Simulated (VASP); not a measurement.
# Na (Pm-3n) in VASP: notebook

Na is run at these levels: revPBE; tasks: single point, relaxation of cell and atoms.

Program: VASP 6.6.1. These are calculated values, not measurements. Logs are shortened: lines on timing, memory, paths and dates and some standing lists are left out, and cuts for length are marked.

## Step 1: The cell of the first run

Symmetry: Pm-3n, No. 223, cubic system. The conventional cell has a = 6.816 Å, b = 6.816 Å, c = 6.816 Å, α = 90.00°, β = 90.00°, γ = 90.00°. Na (site symmetry m-3) has 12 Na at 3.81 Å within 5.0 Å. Na (site symmetry -4m2) has 14 Na at 3.41 to 4.17 Å within 4.5 Å.

## Step 2: Single point, revPBE

Input file INCAR:

```
SYSTEM = Na
PREC = Accurate ; ENCUT = 520
EDIFF = 1E-6 ; ISMEAR = -1
SIGMA = 0.1 ; LREAL = .FALSE.
LASPH = .TRUE. ; NELM = 100
ALGO = Normal ; ISIF = 2
LWAVE = .FALSE. ; LCHARG = .FALSE.
GGA = RE ; NBANDS = 38
```

Input file KPOINTS:

```
Automatic mesh
0
G
  4 4 4
  0 0 0
```

Input file POSCAR:

```
Na
1.0
    6.8163333054      0.0000000000      0.0000000000
    0.0000000000      6.8163333054      0.0000000000
    0.0000000000      0.0000000000      6.8163333054
Na
8
Direct
    1.0000000000      0.0000000000      1.0000000000
    0.5000000000      0.5000000000      0.5000000000
    0.2500000000      1.0000000000      0.5000000000
    0.7500000000      0.0000000000      0.5000000000
    0.5000000000      0.2500000000      1.0000000000
    0.5000000000      0.7500000000      0.0000000000
    0.0000000000      0.5000000000      0.2500000000
    0.0000000000      0.5000000000      0.7500000000
```

Potentials or basis: VASP PAW PBE potentials, release 64 (Na_pv).

Launch:

```bash
cat potpaw_PBE.64/Na_pv/POTCAR > POTCAR
mpirun -np 1 vasp_std > vasp.out
```

OUTCAR:

```text
SYSTEM = Na
   PREC = Accurate
   ENCUT = 520
   EDIFF = 1E-6
   ISMEAR = -1
   LREAL = .FALSE.
   LASPH = .TRUE.
   NELM = 100
   ISIF = 2
   GGA = RE

 ion  position               nearest neighbor table
   1  0.000  0.000  0.000-
   2  0.500  0.500  0.500-
   3  0.250  0.000  0.500-
   4  0.750  0.000  0.500-
   5  0.500  0.250  0.000-
   6  0.500  0.750  0.000-
   7  0.000  0.500  0.250-
   8  0.000  0.500  0.750-

  LATTYP: Found a simple cubic cell.
 ALAT       =     6.8163333054

  Lattice vectors:

 A1 = (   6.8163333054,   0.0000000000,   0.0000000000)
 A2 = (   0.0000000000,   6.8163333054,   0.0000000000)
 A3 = (   0.0000000000,   0.0000000000,   6.8163333054)

Analysis of symmetry for initial positions (statically):
=====================================================================
 Subroutine PRICEL returns:
 Original cell was already a primitive cell.

 Routine SETGRP: Setting up the symmetry group for a
 simple cubic supercell.

 Subroutine GETGRP returns: Found 48 space group operations
 (whereof 24 operations were pure point group operations)
 out of a pool of 48 trial point group operations.

The static configuration has the point symmetry T_h .
 The point group associated with its full space group is O_h .

Analysis of symmetry for dynamics (positions and initial velocities):
=====================================================================
 Subroutine PRICEL returns:
 Original cell was already a primitive cell.

 Routine SETGRP: Setting up the symmetry group for a
 simple cubic supercell.

 Subroutine GETGRP returns: Found 48 space group operations
 (whereof 24 operations were pure point group operations)
 out of a pool of 48 trial point group operations.

The dynamic configuration has the point symmetry T_h .
 The point group associated with its full space group is O_h .

 Subroutine INISYM returns: Found 48 space group operations
 (whereof 24 operations are pure point group operations),
 and found     1 'primitive' translations

[... 85 lines left out ...]
   ISPIN  =      1    spin polarized calculation?
   LNONCOLLINEAR =      F non collinear calculations
   LSORBIT =      F    spin-orbit coupling
   LASPH  =      T    aspherical Exc in radial PAW
   ENCUT  =  520.0 eV  38.22 Ry    6.18 a.u.  12.67 12.67 12.67*2*pi/ulx,y,z
   NELM   =    100;   NELMIN=  2; NELMDL= -5     # of ELM steps
   EDIFF  = 0.1E-05   stopping-criterion for ELM
   LREAL  =      F    real-space projection
   EDIFFG = 0.1E-04   stopping-criterion for IOM
   NSW    =      0    number of steps for IOM
   IBRION =     -1    ionic relax: 0-MD 1-quasi-New 2-CG
   NFREE  =      0    steps in history (QN), initial steepest desc. (CG)
   ISIF   =      2    stress and relaxation
   ISYM   =      2    0-nonsym 1-usesym 2-fastsym
   POTIM  = 0.5000    time-step for ionic-motion
   TEBEG  =    0.0;   TEEND  =   0.0 temperature during run
   PSTRESS=    0.0 pullay stress
   NELECT =      56.0000    total number of electrons
   NUPDOWN=      -1.0000    fix difference up-down
   EMIN   =  10.00;   EMAX   =-10.00  energy-range for DOS
   EFERMI =   0.00;   METHOD = LEGACY
   ISMEAR =    -1;   SIGMA  =   0.10  broadening in eV -4-tet -1-fermi 0-gaus
   EFERMI_NEDOS =   21; number of points for ismear=-14 and -15
   IALGO  =     38    algorithm
   IMIX   =      4    mixing-type and parameters
     AMIX     =   0.40;   BMIX     =  1.00
     AMIX_MAG =   1.60;   BMIX_MAG =  1.00
  volume/ion in A,a.u.               =      39.59       267.15
  Fermi-wavevector in a.u.,A,eV,Ry     =   0.918868  1.736410 11.487661  0.844319
  Thomas-Fermi vector in A             =   2.043998
   LORBIT       =      0    0 simple, 1 ext, 2 COOP (PROOUT), +10 PAW based schemes
   GGA     = RE    functional components
   LHFCALC =     F    Hartree Fock is set to
   AEXX    =    0.0000 exact exchange contribution
   IVDW    =     0    specifies the selected vdW correction
   LEPSILON=     F    determine dielectric tensor
   LRPA    =     F    only Hartree local field effects (RPA)
 non-spin polarized calculation
  energy-cutoff  :      520.00
  volume of cell :      316.70
 maximum number of plane-waves:      8578
 NGX is ok and might be reduce to    54
   NGX = 25   NGY = 25   NGZ = 25

 number of electron      55.9999847 magnetization

 Free energy of the ion-electron system (eV)
  ---------------------------------------------------
  ext. energy  EPLUGINS =         0.00000000
  ---------------------------------------------------
  free energy    TOTEN  =        -9.61706622 eV

  energy without entropy =       -9.53088627  energy(sigma->0) =       -9.57397625

 E-fermi :   0.3020     XC(G=0):  -6.2118

 val. band max:       -0.0386625638   @ k =   0.5000   0.2500   0.2500
 cond. band min:       0.3188006538   @ k =   0.0000   0.0000   0.0000
 fundamental gap:      0.3574632175
 Fermi energy:         0.3019605837

 k-point     1 :       0.0000    0.0000    0.0000
  band No.  band energies     occupation
      1     -24.7833      2.00000
      2     -24.7833      2.00000
      3     -24.7804      2.00000
      4     -24.7495      2.00000
      5     -24.7495      2.00000
      6     -24.7495      2.00000
[... 399 lines left out ...]
     37       5.4006      0.00000
     38       5.4028      0.00000

------------------------ aborting loop because EDIFF is reached ----------------------------------------

  FORCE on cell =-STRESS in cart. coord.  units (eV):
  Direction    XX          YY          ZZ          XY          YZ          ZX
  --------------------------------------------------------------------------------------
  -------------------------------------------------------------------------------------
  Total        0.0191670      0.0191670      0.0191670     -0.0000000      0.0000000     -0.0000000
  in kB        0.0969643      0.0969643      0.0969643     -0.0000000      0.0000000     -0.0000000
  external PRESSURE =       0.0969643 kB  Pullay stress =       0.0000000 kB

 VOLUME and BASIS-vectors are now :
 -----------------------------------------------------------------------------
  energy-cutoff  :      520.00
  volume of cell :      316.70
      direct lattice vectors                 reciprocal lattice vectors
     6.816333305  0.000000000  0.000000000     0.146706441  0.000000000  0.000000000
     0.000000000  6.816333305  0.000000000     0.000000000  0.146706441  0.000000000
     0.000000000  0.000000000  6.816333305     0.000000000  0.000000000  0.146706441

 POSITION                                       TOTAL-FORCE (eV/Angst)
 -----------------------------------------------------------------------------------
      0.00000      0.00000      0.00000        -0.000000      0.000000      0.000000
      3.40817      3.40817      3.40817        -0.000000      0.000000      0.000000
      1.70408      0.00000      3.40817        -0.000000     -0.000000      0.000000
      5.11225      0.00000      3.40817         0.000000     -0.000000     -0.000000
      3.40817      1.70408      0.00000         0.000000      0.000000     -0.000000
      3.40817      5.11225      0.00000        -0.000000      0.000000      0.000000
      0.00000      3.40817      1.70408        -0.000000     -0.000000     -0.000000
      0.00000      3.40817      5.11225         0.000000      0.000000      0.000000
 -----------------------------------------------------------------------------------
    total drift:                                0.000000      0.000000      0.000000

  FREE ENERGIE OF THE ION-ELECTRON SYSTEM (eV)
  ---------------------------------------------------
  free  energy   TOTEN  =        -9.6170662218 eV

  energy  without entropy=       -9.5308862728  energy(sigma->0) =       -9.57397625
```

OSZICAR:

```text
N       E                     dE             d eps       ncg     rms          rms(c)
DAV:   1     0.491290229016E+03    0.49129E+03   -0.29367E+04   896   0.140E+03
DAV:   2     0.236287109121E+02   -0.46766E+03   -0.46243E+03   774   0.402E+02
DAV:   3    -0.874902989876E+01   -0.32378E+02   -0.31612E+02   856   0.131E+02
DAV:   4    -0.958842842599E+01   -0.83940E+00   -0.83761E+00   856   0.192E+01
DAV:   5    -0.960768164276E+01   -0.19253E-01   -0.19252E-01   850   0.329E+00    0.655E-01
DAV:   6    -0.961421194674E+01   -0.65303E-02   -0.80350E-03   862   0.690E-01    0.435E-01
DAV:   7    -0.961703107798E+01   -0.28191E-02   -0.82176E-03   840   0.625E-01    0.190E-02
DAV:   8    -0.961705567022E+01   -0.24592E-04   -0.13023E-04   876   0.916E-02    0.837E-03
DAV:   9    -0.961706517895E+01   -0.95087E-05   -0.55071E-06   812   0.203E-02    0.191E-03
DAV:  10    -0.961706651040E+01   -0.13314E-05   -0.82866E-07   512   0.924E-03    0.830E-04
DAV:  11    -0.961706622176E+01    0.28863E-06   -0.13133E-07   494   0.670E-03
   1 F= -.96170662E+01 E0= -.95739762E+01  d E =-.861799E-01
```

Run time: 3.2 min. Hardware: 1 thread of Intel Xeon 8259CL, shared host; peak memory 0.42 GiB.

What came out:

```
Free energy            : -9.6171 eV
Pressure               : 0.0 GPa
Band gap on the k mesh : zero (bands 28 and 29 overlap by 1.43 eV)
```

Caveat: the PAW data sets were made with another functional, which shifts forces and pressure a little.

## Step 3: Single point, revPBE

Input file INCAR:

```
PREC     = Accurate       # precision mode
ENCUT    = 520            # plane-wave cutoff, eV
EDIFF    = 1E-7           # SCF threshold, eV
ISMEAR   = -1             # smearing method
SIGMA    = 0.1            # smearing width, eV
LREAL    = False          # projectors in reciprocal space
LASPH    = True           # aspherical terms in the spheres
NELM     = 60             # most SCF steps
ALGO     = Normal         # electronic algorithm
ISIF     = 2              # what is computed and relaxed
LWAVE    = False          # write WAVECAR
LCHARG   = False          # write CHGCAR
GGA      = RE             # functional
NBANDS   = 38             # bands
```

Input file KPOINTS:

```
Automatic mesh
0
Gamma
  5 5 5
```

POSCAR is that of step 2.

Potentials or basis: VASP PAW PBE potentials, release 64 (Na_pv).

Launch:

```bash
cat potpaw_PBE.64/Na_pv/POTCAR > POTCAR
mpirun -np 1 vasp_std > vasp.out
```

OUTCAR:

```text
PREC = Accurate
   ENCUT = 520
   EDIFF = 1E-7
   ISMEAR = -1
   LREAL = False
   LASPH = True
   NELM = 60
   ISIF = 2
   GGA = RE

 ion  position               nearest neighbor table
   1  0.000  0.000  0.000-
   2  0.500  0.500  0.500-
   3  0.250  0.000  0.500-
   4  0.750  0.000  0.500-
   5  0.500  0.250  0.000-
   6  0.500  0.750  0.000-
   7  0.000  0.500  0.250-
   8  0.000  0.500  0.750-

  LATTYP: Found a simple cubic cell.
 ALAT       =     6.8163333054

  Lattice vectors:

 A1 = (   6.8163333054,   0.0000000000,   0.0000000000)
 A2 = (   0.0000000000,   6.8163333054,   0.0000000000)
 A3 = (   0.0000000000,   0.0000000000,   6.8163333054)

Analysis of symmetry for initial positions (statically):
=====================================================================
 Subroutine PRICEL returns:
 Original cell was already a primitive cell.

 Routine SETGRP: Setting up the symmetry group for a
 simple cubic supercell.
[... 169 lines left out ...]
 cond. band min:       0.3187620149   @ k =   0.0000   0.0000   0.0000
 fundamental gap:      0.0907860691
 Fermi energy:         0.3032245701

 k-point     1 :       0.0000    0.0000    0.0000
  band No.  band energies     occupation
      1     -24.7833      2.00000
      2     -24.7833      2.00000
      3     -24.7803      2.00000
      4     -24.7495      2.00000
      5     -24.7495      2.00000
      6     -24.7495      2.00000
[... 399 lines left out ...]
     37       4.7183      0.00000
     38       4.7761      0.00000

------------------------ aborting loop because EDIFF is reached ----------------------------------------

  FORCE on cell =-STRESS in cart. coord.  units (eV):
  Direction    XX          YY          ZZ          XY          YZ          ZX
  --------------------------------------------------------------------------------------
  -------------------------------------------------------------------------------------
  Total        0.0646251      0.0646251      0.0646251      0.0000000      0.0000000     -0.0000000
  in kB        0.3269336      0.3269336      0.3269336      0.0000000      0.0000000     -0.0000000
  external PRESSURE =       0.3269336 kB  Pullay stress =       0.0000000 kB

 VOLUME and BASIS-vectors are now :
 -----------------------------------------------------------------------------
  energy-cutoff  :      520.00
  volume of cell :      316.70
      direct lattice vectors                 reciprocal lattice vectors
     6.816333305  0.000000000  0.000000000     0.146706441  0.000000000  0.000000000
     0.000000000  6.816333305  0.000000000     0.000000000  0.146706441  0.000000000
     0.000000000  0.000000000  6.816333305     0.000000000  0.000000000  0.146706441

 POSITION                                       TOTAL-FORCE (eV/Angst)
 -----------------------------------------------------------------------------------
      0.00000      0.00000      0.00000         0.000000      0.000000      0.000000
      3.40817      3.40817      3.40817         0.000000      0.000000      0.000000
      1.70408      0.00000      3.40817         0.000000     -0.000000      0.000000
      5.11225      0.00000      3.40817        -0.000000     -0.000000      0.000000
      3.40817      1.70408      0.00000         0.000000     -0.000000     -0.000000
      3.40817      5.11225      0.00000         0.000000      0.000000      0.000000
      0.00000      3.40817      1.70408        -0.000000     -0.000000      0.000000
      0.00000      3.40817      5.11225         0.000000      0.000000      0.000000
 -----------------------------------------------------------------------------------
    total drift:                                0.000000      0.000000      0.000000

  FREE ENERGIE OF THE ION-ELECTRON SYSTEM (eV)
  ---------------------------------------------------
  free  energy   TOTEN  =        -9.5820275206 eV

  energy  without entropy=       -9.4519284432  energy(sigma->0) =       -9.51697798
```

OSZICAR:

```text
N       E                     dE             d eps       ncg     rms          rms(c)
DAV:   1     0.495869135410E+03    0.49587E+03   -0.29395E+04   872   0.142E+03
DAV:   2     0.226293659337E+02   -0.47324E+03   -0.46829E+03   768   0.406E+02
DAV:   3    -0.875407421919E+01   -0.31383E+02   -0.30543E+02   890   0.131E+02
DAV:   4    -0.955471633301E+01   -0.80064E+00   -0.79803E+00   856   0.188E+01
DAV:   5    -0.957260795100E+01   -0.17892E-01   -0.17891E-01   844   0.327E+00    0.657E-01
DAV:   6    -0.957915521615E+01   -0.65473E-02   -0.75974E-03   874   0.678E-01    0.435E-01
DAV:   7    -0.958199281733E+01   -0.28376E-02   -0.81792E-03   814   0.624E-01    0.190E-02
DAV:   8    -0.958201713721E+01   -0.24320E-04   -0.12773E-04   878   0.938E-02    0.836E-03
DAV:   9    -0.958202685078E+01   -0.97136E-05   -0.74524E-06   832   0.204E-02    0.192E-03
DAV:  10    -0.958202805539E+01   -0.12046E-05   -0.26690E-07   664   0.972E-03    0.755E-04
DAV:  11    -0.958202777610E+01    0.27928E-06   -0.10549E-07   482   0.318E-03    0.323E-04
DAV:  12    -0.958202751575E+01    0.26035E-06   -0.40840E-08   464   0.235E-03    0.773E-05
DAV:  13    -0.958202752064E+01   -0.48840E-08   -0.22296E-08   470   0.161E-03
   1 F= -.95820275E+01 E0= -.95169780E+01  d E =-.130099E+00
```

Wall time 3.7 min (1 thread of Intel Xeon 8259CL, shared host); peak memory 0.41 GiB.

What came out:

| Quantity | Value |
| --- | --- |
| Free energy | -9.5820 eV |
| Pressure | 0.0 GPa |
| Band gap on the k mesh | zero (bands 28 and 29 overlap by 0.83 eV) |

Caveat: the PAW data sets were made with another functional, which shifts forces and pressure a little.

## Step 4: Relaxation of cell and atoms, revPBE

This run uses another cell than the first one, of 37.71 Å³/atom.

Input file INCAR:

```
PREC = Accurate
ENCUT = 600
EDIFF = 1E-6
ISMEAR = -1
SIGMA = 0.1
LREAL = F
LASPH = T
NELM = 80
ALGO = Normal
ISIF = 3
LWAVE = F
LCHARG = F
GGA = RE
IBRION = 2
NSW = 80
EDIFFG = -0.01
```

Input file KPOINTS:

```
regular mesh
0
Gamma
  4 4 4
```

Input file POSCAR:

```
Na
1.0
    6.7067694446      0.0000000000      0.0000000000
    0.0000000000      6.7067694446      0.0000000000
    0.0000000000      0.0000000000      6.7067694446
Na
8
Direct
    0.0000000000      0.0000000000      0.0000000000
    0.5000000000      0.5000000000      0.5000000000
    0.2500000000      0.0000000000      0.5000000000
    0.7500000000      0.0000000000      0.5000000000
    0.5000000000      0.2500000000      0.0000000000
    0.5000000000      0.7500000000      0.0000000000
    0.0000000000      0.5000000000      0.2500000000
    0.0000000000      0.5000000000      0.7500000000
```

Launch:

```bash
cat potpaw_PBE.64/Na_pv/POTCAR > POTCAR
mpirun -np 1 vasp_std > vasp.out
```

It took 6 min on 1 thread of Intel Xeon 8259CL, shared host; peak memory 0.44 GiB.

Results (log left out):

| Quantity | Value |
| --- | --- |
| Free energy | -9.6170 eV |
| Relaxed volume | 39.67 Å³/atom |
| Relaxed cell | a = 6.821 Å, b = 6.821 Å, c = 6.821 Å, α = 90.00°, β = 90.00°, γ = 90.00° |
| Space group after relaxing (to 0.1 Å) | Pm-3n (No. 223) |
| Energy gained by relaxing | 2.3 meV/atom |
| Ionic steps | 3 |
| Pressure after relaxing | 0.0 GPa |
| Band gap on the k mesh | zero (bands 28 and 29 overlap by 1.43 eV) |

Step by step:
```tsv
step	energy change (eV)	largest force (eV/Å)	pressure (GPa)	volume (Å³)
1	0.0000	0.0000	0.38	301.68
2	-0.0079	0.0000	0.30	305.55
3	-0.0181	0.0000	0.02	317.37
```

Final structure:
```xyz
8
Lattice="6.8211 0.0000 0.0000 0.0000 6.8211 0.0000 0.0000 0.0000 6.8211" Properties=species:S:1:pos:R:3 pbc="T T T"
Na    0.0000    0.0000    6.8211
Na    3.4105    3.4105    3.4105
Na    1.7053    0.0000    3.4105
Na    5.1158    0.0000    3.4105
Na    3.4105    1.7053    6.8211
Na    3.4105    5.1158    6.8211
Na    0.0000    3.4105    1.7053
Na    0.0000    3.4105    5.1158
```

Levels at points of the mesh, in eV from the Fermi level:
```
           k point  band 24  band 25  band 26  band 27  band 28  band 29  band 30  band 31  band 32  band 33
(0.00, 0.00, 0.00)   -25.03    -3.18     0.02     0.02     0.02     0.09     0.09     0.09     2.85     2.85
(0.50, 0.00, 0.00)   -25.03    -2.36    -2.36     0.69     0.69     0.76     0.76     0.89     0.89     1.02
(0.50, 0.50, 0.00)   -25.03    -1.54    -1.54    -1.54    -1.54     1.31     1.44     1.44     1.46     1.77
(0.50, 0.50, 0.50)   -25.04    -0.74    -0.74    -0.74    -0.74    -0.74    -0.74    -0.74    -0.74     5.08
```

Caveat: the PAW data sets were made with another functional, which shifts forces and pressure a little.

## Step 5: Overview

| task | cell | k mesh | cutoff (eV) | gap on the mesh (eV) | pressure (GPa) |
| --- | --- | --- | --- | --- | --- |
| single point | a = 6.816 Å, 8 atoms | 4 × 4 × 4 | 520 | none | 0.0 |
| single point | a = 6.816 Å, 8 atoms | 5 × 5 × 5 | 520 | none | 0.0 |
| relaxation of cell and atoms | relaxed from a = 6.707 Å, 8 atoms | 4 × 4 × 4 | 600 | none | 0.0 |

Alike in all rows: level revPBE; potentials or basis VASP PAW PBE potentials, release 64 (Na_pv); no spin polarisation; smearing fermi-dirac 0.1 eV.

Caveats: the PAW data sets were made with another functional, which shifts forces and pressure a little.

Absolute energies hang on the potentials; compare differences alone.

The gap in the log of VASP goes by the Fermi energy; the results here count the filled bands.